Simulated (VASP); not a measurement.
# Hf (Fm-3m) in VASP: further runs

Hf is run at these levels: LDA; tasks: single point.

Program: VASP 6.6.1. These are calculated values, not measurements. Logs are shortened: lines on timing, memory, paths and dates and some standing lists are left out, and cuts for length are marked.

### 1 The cell of the first run

It takes space group Fm-3m (No. 225, cubic). The conventional cell has a = 4.301 Å, b = 4.301 Å, c = 4.301 Å, α = 90.00°, β = 90.00°, γ = 90.00°. Within 4.0 Å of Hf (site symmetry m-3m) lie 12 Hf at 3.04 Å.

This isn't the form of Hf at room conditions, which is hcp.

### 2 Single point, LDA (19.89 Å³/atom)

INCAR reads:

```
PREC     = Accurate       # precision mode
ENCUT    = 520            # plane-wave cutoff, eV
EDIFF    = 1E-6           # SCF threshold, eV
ISMEAR   = 0              # smearing method
SIGMA    = 0.15           # smearing width, eV
LREAL    = F              # projectors in reciprocal space
LASPH    = T              # aspherical terms in the spheres
NELM     = 80             # most SCF steps
ALGO     = Fast           # electronic algorithm
ISIF     = 2              # what is computed and relaxed
LWAVE    = F              # write WAVECAR
LCHARG   = T              # write CHGCAR
GGA      = CA             # functional
LELF     = T              # ELF
LVHAR    = T            
NBANDS   = 11             # bands
```

KPOINTS reads:

```
regular mesh
0
Gamma
  20 20 20
```

POSCAR reads:

```
Hf
1.0
    0.0000000000      2.1504776296      2.1504776296
    2.1504776296      0.0000000000      2.1504776296
    2.1504776296      2.1504776296      0.0000000000
Hf
1
Direct
    0.0000000000      0.0000000000      0.0000000000
```

Potentials or basis: VASP PAW LDA potentials, release 64 (Hf_pv).

Command:

```
> cat potpaw_LDA.64/Hf_pv/POTCAR > POTCAR
> mpirun -np 1 vasp_std > vasp.out
```

OUTCAR:

```text
PREC = Accurate
   ENCUT = 520
   EDIFF = 1E-6
   ISMEAR = 0
   LREAL = F
   LASPH = T
   NELM = 80
   ISIF = 2
   GGA = CA

 ion  position               nearest neighbor table
   1  0.000  0.000  0.000-

  LATTYP: Found a face centered cubic cell.
 ALAT       =     4.3009552592

  Lattice vectors:

 A1 = (   0.0000000000,   2.1504776296,   2.1504776296)
 A2 = (   2.1504776296,   0.0000000000,   2.1504776296)
 A3 = (   2.1504776296,   2.1504776296,   0.0000000000)

Analysis of symmetry for initial positions (statically):
=====================================================================
 Subroutine PRICEL returns:
 Original cell was already a primitive cell.

 Routine SETGRP: Setting up the symmetry group for a
 face centered cubic supercell.

 Subroutine GETGRP returns: Found 48 space group operations
 (whereof 48 operations were pure point group operations)
 out of a pool of 48 trial point group operations.

The static configuration has the point symmetry O_h .

Analysis of symmetry for dynamics (positions and initial velocities):
=====================================================================
 Subroutine PRICEL returns:
 Original cell was already a primitive cell.

 Routine SETGRP: Setting up the symmetry group for a
 face centered cubic supercell.

 Subroutine GETGRP returns: Found 48 space group operations
 (whereof 48 operations were pure point group operations)
 out of a pool of 48 trial point group operations.

The dynamic configuration has the point symmetry O_h .

 Subroutine INISYM returns: Found 48 space group operations
 (whereof 48 operations are pure point group operations),
 and found     1 'primitive' translations

----------------------------------------------------------------------------------------

                                     Primitive cell

  volume of cell :      19.8900

  direct lattice vectors                    reciprocal lattice vectors
     0.000000000  2.150477630  2.150477630    -0.232506487  0.232506487  0.232506487
     2.150477630  0.000000000  2.150477630     0.232506487 -0.232506487  0.232506487
     2.150477630  2.150477630  0.000000000     0.232506487  0.232506487 -0.232506487

  length of vectors
     3.041234629  3.041234629  3.041234629     0.402713049  0.402713049  0.402713049

  position of ions in fractional coordinates (direct lattice)
     0.000000000  0.000000000  0.000000000

  ion indices of the primitive-cell ions
   primitive index   ion index
                 1           1

----------------------------------------------------------------------------------------

 KPOINTS: regular mesh

Automatic generation of k-mesh.
 Grid dimensions read from file:
 generate k-points for:   20   20   20

 Generating k-lattice:

  Cartesian coordinates                     Fractional coordinates (reciprocal lattice)
    -0.011625324  0.011625324  0.011625324     0.050000000  0.000000000  0.000000000
     0.011625324 -0.011625324  0.011625324     0.000000000  0.050000000  0.000000000
     0.011625324  0.011625324 -0.011625324     0.000000000  0.000000000  0.050000000

  Length of vectors
     0.020135652  0.020135652  0.020135652

  Shift w.r.t. Gamma in fractional coordinates (k-lattice)
     0.000000000  0.000000000  0.000000000

 Subroutine IBZKPT returns following result:
 ===========================================

 Found    256 irreducible k-points:

 Following reciprocal coordinates:
            Coordinates               Weight
  0.000000  0.000000  0.000000      1.000000
  0.050000  0.000000  0.000000      8.000000
  0.100000  0.000000  0.000000      8.000000
  0.150000  0.000000  0.000000      8.000000
  0.200000  0.000000  0.000000      8.000000
  0.250000  0.000000  0.000000      8.000000
[... 16 lines left out ...]
 -0.400000  0.050000  0.000000     24.000000
 -0.350000  0.050000  0.000000     24.000000
 [... further k-points ...]
   k-points           NKPTS =    256   k-points in BZ     NKDIM =    256   number of bands    NBANDS=     11
   number of dos      NEDOS =    301   number of ions     NIONS =      1
   total plane-waves  NPLWV =  13824
   dimension x,y,z NGX =    24 NGY =   24 NGZ =   24
   dimension x,y,z NGXF=    48 NGYF=   48 NGZF=   48
   ions per type =               1
   NGX,Y,Z   is equivalent  to a cutoff of  13.12, 13.12, 13.12 a.u.
   NGXF,Y,Z  is equivalent  to a cutoff of  26.24, 26.24, 26.24 a.u.
 SYSTEM =  unknown system
   PREC   = accura    normal or accurate (medium, high low for compatibility)
   ISTART =      0    job   : 0-new  1-cont  2-samecut
   ICHARG =      2    charge: 1-file 2-atom 10-const
   ISPIN  =      1    spin polarized calculation?
   LNONCOLLINEAR =      F non collinear calculations
   LSORBIT =      F    spin-orbit coupling
   LASPH  =      T    aspherical Exc in radial PAW
   ENCUT  =  520.0 eV  38.22 Ry    6.18 a.u.   5.65  5.65  5.65*2*pi/ulx,y,z
   NELM   =     80;   NELMIN=  2; NELMDL= -5     # of ELM steps
   EDIFF  = 0.1E-05   stopping-criterion for ELM
   LREAL  =      F    real-space projection
   EDIFFG = 0.1E-04   stopping-criterion for IOM
   NSW    =      0    number of steps for IOM
   IBRION =     -1    ionic relax: 0-MD 1-quasi-New 2-CG
   NFREE  =      0    steps in history (QN), initial steepest desc. (CG)
   ISIF   =      2    stress and relaxation
   ISYM   =      2    0-nonsym 1-usesym 2-fastsym
   POTIM  = 0.5000    time-step for ionic-motion
   TEBEG  =    0.0;   TEEND  =   0.0 temperature during run
   PSTRESS=    0.0 pullay stress
   NELECT =      10.0000    total number of electrons
   NUPDOWN=      -1.0000    fix difference up-down
   EMIN   =  10.00;   EMAX   =-10.00  energy-range for DOS
   EFERMI =   0.00;   METHOD = LEGACY
   ISMEAR =     0;   SIGMA  =   0.15  broadening in eV -4-tet -1-fermi 0-gaus
   EFERMI_NEDOS =   21; number of points for ismear=-14 and -15
   IALGO  =     68    algorithm
   IMIX   =      4    mixing-type and parameters
     AMIX     =   0.40;   BMIX     =  1.00
     AMIX_MAG =   1.60;   BMIX_MAG =  1.00
  volume/ion in A,a.u.               =      19.89       134.22
  Fermi-wavevector in a.u.,A,eV,Ry     =   1.301757  2.459964 23.056040  1.694571
  Thomas-Fermi vector in A             =   2.432870
   LORBIT       =      0    0 simple, 1 ext, 2 COOP (PROOUT), +10 PAW based schemes
   GGA     = CA    functional components
   LHFCALC =     F    Hartree Fock is set to
   AEXX    =    0.0000 exact exchange contribution
   IVDW    =     0    specifies the selected vdW correction
   LEPSILON=     F    determine dielectric tensor
   LRPA    =     F    only Hartree local field effects (RPA)
 non-spin polarized calculation
 RMM-DIIS sequential band-by-band and
 Gauss-broadening in eV      SIGMA  =   0.15
  energy-cutoff  :      520.00
  volume of cell :       19.89
 maximum number of plane-waves:       548
   NGX = 11   NGY = 11   NGZ = 11

 number of electron      10.0000000 magnetization

 Free energy of the ion-electron system (eV)
  ---------------------------------------------------
  ext. energy  EPLUGINS =         0.00000000
  ---------------------------------------------------
  free energy    TOTEN  =       -10.62649316 eV

  energy without entropy =      -10.61191872  energy(sigma->0) =      -10.61920594

 E-fermi :   5.4881     XC(G=0): -12.0170

 val. band max:        5.4846647242   @ k =  -0.3000   0.4000   0.1500
 cond. band min:       5.4896788521   @ k =  -0.3000   0.3500   0.1000
 fundamental gap:      0.0050141279
 Fermi energy:         5.4881498261

 k-point     1 :       0.0000    0.0000    0.0000
  band No.  band energies     occupation
      1     -23.9563      2.00000
      2     -23.9563      2.00000
      3     -23.9563      2.00000
      4      -2.0476      2.00000
      5       6.8433      0.00000
      6       6.8433      0.00000
      7       6.8433      0.00000
      8      10.0434      0.00000
      9      10.0434      0.00000
     10      17.2905      0.00000
     11      17.9840      0.00000

 k-point     2 :       0.0500    0.0000    0.0000
  band No.  band energies     occupation
      1     -23.9892      2.00000
      2     -23.9603      2.00000
      3     -23.9603      2.00000
      4      -1.9452      2.00000
      5       6.7404      0.00000
      6       6.8929      0.00000
      7       6.8929      0.00000
      8       9.9847      0.00000
      9       9.9847      0.00000
     10      17.5186      0.00000
     11      17.9838      0.00000

 k-point     3 :       0.1000    0.0000    0.0000
  band No.  band energies     occupation
      1     -24.0834      2.00000
      2     -23.9718      2.00000
      3     -23.9718      2.00000
      4      -1.6470      2.00000
      5       6.4686      0.00000
      6       7.0261      0.00000
      7       7.0261      0.00000
      8       9.8425      0.00000
      9       9.8425      0.00000
     10      17.9833      0.00000
     11      18.1348      0.00000

 k-point     4 :       0.1500    0.0000    0.0000
  band No.  band energies     occupation
      1     -24.2275      2.00000
      2     -23.9897      2.00000
      3     -23.9897      2.00000
      4      -1.1796      2.00000
      5       6.1139      0.00000
      6       7.1894      0.00000
      7       7.1894      0.00000
      8       9.7136      0.00000
      9       9.7136      0.00000
     10      17.9927      0.00000
     11      18.7177      0.00000
[... 239 lines left out ...]
 k-point    22 :      -0.4500    0.0500    0.0000
  band No.  band energies     occupation
      1     -25.1566      2.00000
      2     -24.1393      2.00000
      3     -24.1155      2.00000
      4       1.5731      2.00000
      5       6.2393      0.00000
      6       6.6559      0.00000
      7       6.7405      0.00000
      8      12.2990      0.00000
      9      12.7026      0.00000
     10      16.2275      0.00000
     11      17.3938      0.00000

 k-point    23 :      -0.4000    0.0500    0.0000
  band No.  band energies     occupation
      1     -25.0947      2.00000
      2     -24.1353      2.00000
      3     -24.1016      2.00000
      4       1.4895      2.00000
      5       6.1025      0.00000
      6       6.6342      0.00000
      7       6.7332      0.00000
      8      11.7369      0.00000
      9      12.4483      0.00000
     10      16.2648      0.00000
     11      18.2907      0.00000

 k-point    24 :      -0.3500    0.0500    0.0000
  band No.  band energies     occupation
      1     -24.9846      2.00000
      2     -24.1235      2.00000
      3     -24.0819      2.00000
      4       1.2819      2.00000
      5       5.7500      0.01355
      6       6.7295      0.00000
      7       6.8807      0.00000
      8      11.0281      0.00000
      9      11.9199      0.00000
     10      16.4977      0.00000
     11      18.0116      0.00000

 [... further k-points ...]
[... 5 lines left out ...]
  --------------------------------------------------------------------------------------
  -------------------------------------------------------------------------------------
  Total        0.6532807      0.6532807      0.6532807     -0.0000000     -0.0000000      0.0000000
  in kB       52.6229992     52.6229992     52.6229992     -0.0000000     -0.0000000      0.0000000
  external PRESSURE =      52.6229992 kB  Pullay stress =       0.0000000 kB

 VOLUME and BASIS-vectors are now :
 -----------------------------------------------------------------------------
  energy-cutoff  :      520.00
  volume of cell :       19.89
      direct lattice vectors                 reciprocal lattice vectors
     0.000000000  2.150477630  2.150477630    -0.232506487  0.232506487  0.232506487
     2.150477630  0.000000000  2.150477630     0.232506487 -0.232506487  0.232506487
     2.150477630  2.150477630  0.000000000     0.232506487  0.232506487 -0.232506487

 POSITION                                       TOTAL-FORCE (eV/Angst)
 -----------------------------------------------------------------------------------
      0.00000      0.00000      0.00000         0.000000      0.000000     -0.000000
 -----------------------------------------------------------------------------------
    total drift:                                0.000000     -0.000000     -0.000000

  FREE ENERGIE OF THE ION-ELECTRON SYSTEM (eV)
  ---------------------------------------------------
  free  energy   TOTEN  =       -10.6264931634 eV

  energy  without entropy=      -10.6119187233  energy(sigma->0) =      -10.61920594
```

Wall time 72 s (1 thread of Intel Xeon 8259CL, shared host); peak memory 0.17 GiB.

What came out:

| Item | Value |
| --- | --- |
| Free energy | -10.6265 eV |
| Pressure | 5.3 GPa |
| Band gap on the k mesh | zero (bands 5 and 6 overlap by 2.04 eV) |

Caveat: the cell stands under pressure; spin-orbit coupling is left out, which moves the levels of the heavy elements.

### 3 Single point, LDA (21.55 Å³/atom)

This run uses another cell than the first one, of 21.55 Å³/atom.

INCAR reads:

```
SYSTEM = Hf
PREC = Accurate
ENCUT = 520
EDIFF = 1E-6
ISMEAR = 0
SIGMA = 0.15
LREAL = .FALSE.
LASPH = .TRUE.
NELM = 60
ALGO = Normal
ISIF = 2
LWAVE = .FALSE.
LCHARG = .FALSE.
GGA = CA
NBANDS = 11
```

KPOINTS reads:

```
Automatic mesh
0
G
  20 20 20
  0 0 0
```

POSCAR reads:

```
Hf
1.0
    0.0000000000      2.2086436809      2.2086436809
    2.2086436809      0.0000000000      2.2086436809
    2.2086436809      2.2086436809      0.0000000000
Hf
1
Direct
    0.0000000000      0.0000000000      0.0000000000
```

Potentials or basis: VASP PAW LDA potentials, release 64 (Hf_pv).

Command:

```
> cat potpaw_LDA.64/Hf_pv/POTCAR > POTCAR
> mpirun -np 1 vasp_std > vasp.out
```

Run time: 55 s. Hardware: 1 thread of Intel Xeon 8259CL, shared host; peak memory 0.17 GiB.

The run converged. Its results:

```yaml
Free_energy: -10.6295 eV
Pressure: -4.1 GPa
Band_gap_on_the_k_mesh: zero (bands 5 and 6 overlap by 1.91 eV)
```

Levels at points of the mesh, in eV from the Fermi level:
```csv
k point,band 1,band 2,band 3,band 4,band 5,band 6,band 7,band 8,band 9,band 10
"(0.00, 0.00, 0.00)",-29.73,-29.73,-29.73,-7.28,1.34,1.34,1.34,4.22,4.22,11.54
"(0.50, 0.00, 0.00)",-30.67,-29.86,-29.86,-3.75,0.85,1.09,1.09,6.47,6.47,9.78
"(0.50, 0.50, 0.00)",-30.61,-30.07,-30.07,-3.43,-2.30,2.85,6.46,7.14,7.14,10.28
```

Caveat: the cell stands under tension; spin-orbit coupling is left out, which moves the levels of the heavy elements.
